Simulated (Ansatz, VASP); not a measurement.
Two plane-wave programs on MgS

The input INCAR:

```
PREC     = Accurate       # precision mode
ENCUT    = 520            # plane-wave cutoff, eV
EDIFF    = 1E-8           # SCF threshold, eV
ISMEAR   = -1             # smearing method
SIGMA    = 0.01           # smearing width, eV
LREAL    = False          # projectors in reciprocal space
LASPH    = True           # aspherical terms in the spheres
NELM     = 60             # most SCF steps
ALGO     = Normal         # electronic algorithm
ISIF     = 2              # what is computed and relaxed
LWAVE    = False          # write WAVECAR
LCHARG   = False          # write CHGCAR
GGA      = PE             # functional
LEFG     = True         
NBANDS   = 11             # bands
```

KPOINTS

```
regular mesh
0
Gamma
  8 8 8
```

POSCAR

```
MgS
1.0
    0.0000000000      2.6188799723      2.6188799723
    2.6188799723      0.0000000000      2.6188799723
    2.6188799723      2.6188799723      0.0000000000
Mg S
1 1
Direct
    0.0000000000      0.0000000000      0.0000000000
    0.5000000000      0.5000000000      0.5000000000
```

Input for Ansatz:

```yaml
crystal:
  lattice:
    - [0.0, 2.6188799723, 2.6188799723]
    - [2.6188799723, 0.0, 2.6188799723]
    - [2.6188799723, 2.6188799723, 0.0]
  atoms:
    - { symbol: Mg, position: [0.0, 0.0, 0.0] }
    - { symbol: S, position: [0.5, 0.5, 0.5] }
kpoints:
  mp_grid: { grid: [8, 8, 8] }
scf:
  occupations: { method: fermi_dirac, width: 0.01 }
hamiltonian:
  xc: pbe
  pseudopotentials: { kind: paw }
output:
  forces: true
  stress: true
  eigenvalues: true
  efg: { contact_densities: true }
```

Change from the starting cell: volume scaled by 1.02, PAW files.

Alike in both runs: task electric field gradients; functional PBE; k mesh 8 × 8 × 8; occupations fermi-dirac, width 0.01 eV; no spin polarisation.

```csv
,VASP,Ansatz
version,VASP 6.6.1,Ansatz 0.2.0
potentials or method,"VASP PAW PBE potentials, release 64 (Mg, S)","PAW with Ansatz's default frozen-core files, scalar-relativistic"
plane-wave cutoff (eV),520,420
valence electrons in the cell,8,16
```

```csv
,VASP,Ansatz,Ansatz less VASP
gap on the k mesh at the Fermi level (eV),2.73,2.75,+0.015
pressure (GPa),-0.6,-0.3,+0.29
```

With one functional, cell and mesh, what is left measures potentials, basis and numerics. VASP's potentials hold 8 valence electrons a cell and Ansatz's 16, so a difference there can come from the potentials and not from the codes.
